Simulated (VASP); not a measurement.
Runs of VASP 6.6.1 on BN (zinc blende). The structure is that of space group F-43m (No. 216), or close to it. The cells are those of the table. 

```tsv
task	cell	cutoff (eV)	gap on the mesh (eV)	pressure (GPa)
single point	a = 2.464 Å, angles 60.0°, 2 atoms	600	4.57	54.5
single point	a = 2.431 Å, angles 60.0°, 2 atoms	600	4.60	79.2
single point	a = 2.486 Å, angles 60.0°, 2 atoms	600	4.54	(b)
single point	a = 2.403 Å, angles 60.0°, 2 atoms	520	(a)	102.7
single point	a = 2.323 Å, angles 60.0°, 2 atoms	600	4.71	188.3
single point	a = 2.373 Å, angles 60.0°, 2 atoms	600	4.66	(c)
```

Alike in all rows: level PBE; potentials or basis VASP PAW PBE potentials, release 64 (B, N); no spin polarisation; k mesh 10 × 10 × 10; smearing gaussian 0.01 eV.

Fill in the values left out.

(a) 4.63; (b) 40.3; (c) 131.2.

A k mesh can miss the band edges.
